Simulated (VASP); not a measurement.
# EuAl4Si2Rh (P4/mmm) in VASP: single point with PBE

Aim: the single point of EuAl4Si2Rh with PBE.

Everything below comes from runs of VASP 6.6.1. Logs are shortened: lines on timing, memory, paths and dates and some standing lists are left out, and cuts for length are marked.

## (1) The cell of the first run

Symmetry: P4/mmm, No. 123, tetragonal system. Conventional cell: a = 4.189 Å, b = 4.189 Å, c = 8.249 Å, α = 90.00°, β = 90.00°, γ = 90.00°. Within 4.2 Å of Eu (site symmetry 4/mmm) lie 8 Si at 3.19 Å and 8 Al at 3.44 Å and 2 Rh at 4.12 Å and 4 Eu at 4.19 Å. Within 3.3 Å of Al (site symmetry 2mm) lie 2 Rh at 2.52 Å and 2 Si at 2.61 Å and 5 Al at 2.79 to 2.96 Å. Within 3.1 Å of Si (site symmetry 4mm) lie 1 Si at 2.34 Å and 4 Al at 2.61 Å. Within 3.3 Å of Rh (site symmetry 4/mmm) lie 8 Al at 2.52 Å.

## (2) Single point, PBE, collinear spin, ferromagnetic start

The input, INCAR:

```
  PREC = Accurate
  ENCUT = 520
  EDIFF = 1E-6
  ISMEAR = 0
  SIGMA = 0.05
  LREAL = Auto
  LASPH = True
  NELM = 150
  ALGO = Normal
  ISIF = 2
  LWAVE = False
  LCHARG = False
  ISPIN = 2
  MAGMOM = 7.38 7.38 0 0 0 0 0 0 0 0 0 0 0 0 0 0
  LORBIT = 11
  LMAXMIX = 6
  GGA = PE
  NBANDS = 70
```

The input, KPOINTS:

```
Automatic mesh
0
Gamma
  4 4 3
  0.5 0.5 0
```

The input, POSCAR:

```
EuAl4Si2Rh
1.0
    4.1891410022     -4.1891410022      0.0000000000
    4.1891410022      4.1891410022      0.0000000000
    0.0000000000      0.0000000000      8.2491454376
Eu Al Si Rh
2 8 4 2
Direct
    1.0000000000      0.0000000000      0.5000000000
    0.5000000000      0.5000000000      0.5000000000
    0.2500000000      0.7500000000      0.1688354220
    0.7500000000      0.2500000000      0.1688354220
    0.7500000000      0.7500000000      0.1688354220
    0.2500000000      0.2500000000      0.1688354220
    0.2500000000      0.7500000000      0.8311645780
    0.7500000000      0.2500000000      0.8311645780
    0.7500000000      0.7500000000      0.8311645780
    0.2500000000      0.2500000000      0.8311645780
    0.0000000000      0.5000000000      0.3579869347
    0.5000000000      0.0000000000      0.3579869347
    0.0000000000      0.5000000000      0.6420130653
    0.5000000000      0.0000000000      0.6420130653
    0.0000000000      0.0000000000      0.0000000000
    0.5000000000      0.5000000000      0.0000000000
```

Potentials or basis: VASP PAW PBE potentials, release 64 (Eu, Al, Si, Rh_pv).

Command:

```bash
cat potpaw_PBE.64/Eu/POTCAR potpaw_PBE.64/Al/POTCAR potpaw_PBE.64/Si/POTCAR potpaw_PBE.64/Rh_pv/POTCAR > POTCAR
mpirun -np 1 vasp_std > vasp.out
```

OUTCAR:

```text
PREC = Accurate
   ENCUT = 520
   EDIFF = 1E-6
   ISMEAR = 0
   LREAL = Auto
   LASPH = True
   NELM = 150
   ISIF = 2
   ISPIN = 2
   LORBIT = 11
   GGA = PE

 ion  position               nearest neighbor table
   1  0.000  0.000  0.500-  11 3.19  12 3.19  13 3.19  14 3.19  11 3.19  13 3.19  12 3.19  14 3.19
                             3 3.44   4 3.44   5 3.44   6 3.44   7 3.44   8 3.44   9 3.44  10 3.44
   2  0.500  0.500  0.500-  11 3.19  12 3.19  13 3.19  14 3.19  12 3.19  14 3.19  11 3.19  13 3.19
                             3 3.44   4 3.44   5 3.44   6 3.44   7 3.44   8 3.44   9 3.44  10 3.44
   3  0.250  0.750  0.169-  15 2.52  16 2.52  11 2.61  12 2.61   7 2.79   6 2.96   5 2.96   6 2.96
                             5 2.96   2 3.44   1 3.44
   4  0.750  0.250  0.169-  15 2.52  16 2.52  11 2.61  12 2.61   8 2.79   6 2.96   5 2.96   5 2.96
                             6 2.96   2 3.44   1 3.44
   5  0.750  0.750  0.169-  15 2.52  16 2.52  11 2.61  12 2.61   9 2.79   4 2.96   3 2.96   4 2.96
                             3 2.96   2 3.44   1 3.44
   6  0.250  0.250  0.169-  15 2.52  16 2.52  11 2.61  12 2.61  10 2.79   4 2.96   3 2.96   3 2.96
                             4 2.96   2 3.44   1 3.44
   7  0.250  0.750  0.831-  15 2.52  16 2.52  13 2.61  14 2.61   3 2.79   9 2.96  10 2.96  10 2.96
                             9 2.96   2 3.44   1 3.44
   8  0.750  0.250  0.831-  15 2.52  16 2.52  13 2.61  14 2.61   4 2.79   9 2.96  10 2.96   9 2.96
                            10 2.96   2 3.44   1 3.44
   9  0.750  0.750  0.831-  15 2.52  16 2.52  13 2.61  14 2.61   5 2.79   7 2.96   8 2.96   8 2.96
                             7 2.96   2 3.44   1 3.44
  10  0.250  0.250  0.831-  15 2.52  16 2.52  13 2.61  14 2.61   6 2.79   7 2.96   8 2.96   7 2.96
                             8 2.96   2 3.44   1 3.44
  11  0.000  0.500  0.358-  13 2.34   4 2.61   5 2.61   6 2.61   3 2.61   2 3.19   1 3.19   1 3.19
[... 17 lines left out ...]
 A1 = (   4.1891410022,  -4.1891410022,   0.0000000000)
 A2 = (   4.1891410022,   4.1891410022,   0.0000000000)
 A3 = (   0.0000000000,   0.0000000000,   8.2491454376)

Analysis of symmetry for initial positions (statically):
=====================================================================
 Subroutine PRICEL returns following result:

  LATTYP: Found a simple tetragonal cell.
 ALAT       =     4.1891410022
 C/A-ratio  =     1.9691734972
[... 12 lines left out ...]
 Subroutine GETGRP returns: Found 16 space group operations
 (whereof 16 operations were pure point group operations)
 out of a pool of 16 trial point group operations.

The static configuration has the point symmetry D_4h.

Analysis of symmetry for dynamics (positions and initial velocities):
=====================================================================
 Subroutine PRICEL returns following result:

  LATTYP: Found a simple tetragonal cell.
 ALAT       =     4.1891410022
 C/A-ratio  =     1.9691734972
[... 12 lines left out ...]
 Subroutine GETGRP returns: Found 16 space group operations
 (whereof 16 operations were pure point group operations)
 out of a pool of 16 trial point group operations.

The dynamic configuration has the point symmetry D_4h.

Analysis of structural, dynamic, and magnetic symmetry:
=====================================================================
 Subroutine PRICEL returns following result:

  LATTYP: Found a simple tetragonal cell.
 ALAT       =     4.1891410022
 C/A-ratio  =     1.9691734972
[... 12 lines left out ...]
 Subroutine GETGRP returns: Found 16 space group operations
 (whereof 16 operations were pure point group operations)
 out of a pool of 16 trial point group operations.

The overall configuration has the point symmetry D_4h.

 Subroutine INISYM returns: Found 16 space group operations
 (whereof 16 operations are pure point group operations),
 and found     2 'primitive' translations

----------------------------------------------------------------------------------------

                                     Primitive cell

  volume of cell :     144.7634

  direct lattice vectors                    reciprocal lattice vectors
     0.000000000 -4.189141002  0.000000000     0.000000000 -0.238712423  0.000000000
     4.189141002  0.000000000  0.000000000     0.238712423  0.000000000  0.000000000
[... 69 lines left out ...]
   PREC   = accura    normal or accurate (medium, high low for compatibility)
   ISTART =      0    job   : 0-new  1-cont  2-samecut
   ICHARG =      2    charge: 1-file 2-atom 10-const
   ISPIN  =      2    spin polarized calculation?
   LNONCOLLINEAR =      F non collinear calculations
   LSORBIT =      F    spin-orbit coupling
   LASPH  =      T    aspherical Exc in radial PAW
   ENCUT  =  520.0 eV  38.22 Ry    6.18 a.u.  11.02 11.02 15.34*2*pi/ulx,y,z
   NELM   =    150;   NELMIN=  2; NELMDL= -5     # of ELM steps
   EDIFF  = 0.1E-05   stopping-criterion for ELM
   LREAL  =      T    real-space projection
   EDIFFG = 0.1E-04   stopping-criterion for IOM
   NSW    =      0    number of steps for IOM
   IBRION =     -1    ionic relax: 0-MD 1-quasi-New 2-CG
   NFREE  =      0    steps in history (QN), initial steepest desc. (CG)
   ISIF   =      2    stress and relaxation
   ISYM   =      2    0-nonsym 1-usesym 2-fastsym
   POTIM  = 0.5000    time-step for ionic-motion
   TEBEG  =    0.0;   TEEND  =   0.0 temperature during run
   PSTRESS=    0.0 pullay stress
   NELECT =     104.0000    total number of electrons
   NUPDOWN=      -1.0000    fix difference up-down
   EMIN   =  10.00;   EMAX   =-10.00  energy-range for DOS
   EFERMI =   0.00;   METHOD = LEGACY
   ISMEAR =     0;   SIGMA  =   0.05  broadening in eV -4-tet -1-fermi 0-gaus
   EFERMI_NEDOS =   21; number of points for ismear=-14 and -15
   IALGO  =     38    algorithm
   IMIX   =      4    mixing-type and parameters
     AMIX     =   0.40;   BMIX     =  1.00
     AMIX_MAG =   1.60;   BMIX_MAG =  1.00
  volume/ion in A,a.u.               =      18.10       122.11
  Fermi-wavevector in a.u.,A,eV,Ry     =   1.163741  2.199151 18.426274  1.354293
  Thomas-Fermi vector in A             =   2.300287
   LORBIT       =     11    0 simple, 1 ext, 2 COOP (PROOUT), +10 PAW based schemes
   GGA     = PE    functional components
   LHFCALC =     F    Hartree Fock is set to
   AEXX    =    0.0000 exact exchange contribution
   IVDW    =     0    specifies the selected vdW correction
   LEPSILON=     F    determine dielectric tensor
   LRPA    =     F    only Hartree local field effects (RPA)
 spin polarized calculation
 Gauss-broadening in eV      SIGMA  =   0.05
  energy-cutoff  :      520.00
  volume of cell :      289.53
 maximum number of plane-waves:      7828
 NGX is ok and might be reduce to    48
   NGX = 23   NGY = 23   NGZ = 31

 number of electron     103.9999997 magnetization      13.5998066

 Free energy of the ion-electron system (eV)
  ---------------------------------------------------
  ext. energy  EPLUGINS =         0.00000000
  ---------------------------------------------------
  free energy    TOTEN  =       -98.55064551 eV

  energy without entropy =      -98.54231040  energy(sigma->0) =      -98.54647796

 E-fermi :   7.3142     XC(G=0): -10.5249

 val. band max:        7.2942273578   @ k =   0.3750   0.3750   0.3333
 cond. band min:       7.3261297221   @ k =   0.3750   0.3750   0.3333
 fundamental gap:      0.0319023644
 Fermi energy:         7.3142332292

 spin component 1

 k-point     1 :       0.1250    0.1250    0.0000
  band No.  band energies     occupation
      1     -39.1751      1.00000
      2     -39.1747      1.00000
      3     -39.1731      1.00000
      4     -39.1727      1.00000
      5     -39.1477      1.00000
      6     -39.1471      1.00000
[... 391 lines left out ...]
     63       8.3525      0.00000
     64       8.8068      0.00000
 Fermi energy:         7.3142332292

 spin component 2

 k-point     1 :       0.1250    0.1250    0.0000
  band No.  band energies     occupation
      1     -39.1756      1.00000
      2     -39.1753      1.00000
      3     -39.1736      1.00000
      4     -39.1733      1.00000
      5     -39.1513      1.00000
      6     -39.1507      1.00000
[... 391 lines left out ...]
     63      11.1173      0.00000
     64      11.2867      0.00000
 [bands above 64 left out]

------------------------ aborting loop because EDIFF is reached ----------------------------------------

  FORCE on cell =-STRESS in cart. coord.  units (eV):
  Direction    XX          YY          ZZ          XY          YZ          ZX
  --------------------------------------------------------------------------------------
  -------------------------------------------------------------------------------------
  Total       -0.4035034     -0.4035034      0.2159543      0.0000000      0.0000000      0.0000000
  in kB       -2.2328981     -2.2328981      1.1950431      0.0000000      0.0000000      0.0000000
  external PRESSURE =      -1.0902510 kB  Pullay stress =       0.0000000 kB

 VOLUME and BASIS-vectors are now :
 -----------------------------------------------------------------------------
  energy-cutoff  :      520.00
  volume of cell :      289.53
      direct lattice vectors                 reciprocal lattice vectors
     4.189141002 -4.189141002  0.000000000     0.119356212 -0.119356212  0.000000000
     4.189141002  4.189141002  0.000000000     0.119356212  0.119356212  0.000000000
     0.000000000  0.000000000  8.249145438     0.000000000  0.000000000  0.121224678

 POSITION                                       TOTAL-FORCE (eV/Angst)
 -----------------------------------------------------------------------------------
      0.00000      0.00000      4.12457        -0.000000      0.000000     -0.000000
      4.18914      0.00000      4.12457         0.000000     -0.000000     -0.000000
      4.18914      2.09457      1.39275         0.000000     -0.000000     -0.055112
      4.18914     -2.09457      1.39275        -0.000000     -0.000000     -0.055112
      6.28371      0.00000      1.39275         0.000000      0.000000     -0.055112
      2.09457      0.00000      1.39275         0.000000     -0.000000     -0.055112
[... 8 lines left out ...]
      0.00000      0.00000      0.00000         0.000000     -0.000000     -0.000000
      4.18914      0.00000      0.00000        -0.000000     -0.000000     -0.000000
 -----------------------------------------------------------------------------------
    total drift:                               -0.000000     -0.000000     -0.000000

  FREE ENERGIE OF THE ION-ELECTRON SYSTEM (eV)
  ---------------------------------------------------
  free  energy   TOTEN  =       -98.5506455121 eV

  energy  without entropy=      -98.5423103982  energy(sigma->0) =      -98.54647796

 total charge

# of ion       s       p       d       f       tot
--------------------------------------------------
    1        2.028   5.730   0.422   6.581  14.761
    2        2.028   5.730   0.422   6.581  14.761
    3        0.404   0.367   0.000   0.000   0.771
    4        0.404   0.367   0.000   0.000   0.771
    5        0.404   0.367   0.000   0.000   0.771
    6        0.404   0.367   0.000   0.000   0.771
[... 8 lines left out ...]
   15        0.438   6.341   7.338   0.000  14.117
   16        0.438   6.341   7.338   0.000  14.117
--------------------------------------------------
tot         11.199  30.785  15.520  13.163  70.667

 magnetization (x)

# of ion       s       p       d       f       tot
--------------------------------------------------
    1       -0.014  -0.110   0.088   6.540   6.504
    2       -0.014  -0.110   0.088   6.540   6.504
    3       -0.002  -0.002   0.000   0.000  -0.004
    4       -0.002  -0.002   0.000   0.000  -0.004
    5       -0.002  -0.002   0.000   0.000  -0.004
    6       -0.002  -0.002   0.000   0.000  -0.004
[... 8 lines left out ...]
   15       -0.003  -0.009  -0.001   0.000  -0.012
   16       -0.003  -0.009  -0.001   0.000  -0.012
--------------------------------------------------
tot         -0.071  -0.312   0.174  13.079  12.871
```

Wall time 18 min (1 thread of Intel Xeon Platinum 8488C (Sapphire Rapids), shared host); peak memory 0.58 GiB.

What came out:

```
Free energy                                           : -98.5506 eV
Pressure                                              : -0.1 GPa
Largest force                                         : 0.085 eV/Å
Net moment                                            : 13.60 μB per cell
Site moments                                          : Eu +6.50; Al -0.00; Si -0.02; Rh -0.01 μB
Valence electrons inside the program's atomic spheres : Eu 14.76; Al 0.77; Si 1.69; Rh 14.12
```

Forces in eV/Å, atoms in the order of the input:
```
Eu   0.000  0.000  0.000
Eu   0.000  0.000  0.000
Al   0.000  0.000 -0.055
Al   0.000  0.000 -0.055
Al   0.000  0.000 -0.055
Al   0.000  0.000 -0.055
Al   0.000  0.000  0.055
Al   0.000  0.000  0.055
Al   0.000  0.000  0.055
Al   0.000  0.000  0.055
Si   0.000  0.000  0.085
Si   0.000  0.000  0.085
Si   0.000  0.000 -0.085
Si   0.000  0.000 -0.085
Rh   0.000  0.000  0.000
Rh   0.000  0.000  0.000
```

Caveat: spin-orbit coupling is left out, which moves the levels of the heavy elements; without U or exact exchange the open f shell lies at the Fermi level, which spoils levels, moments and volumes. The state reached can hang on the start; a lower one may exist.
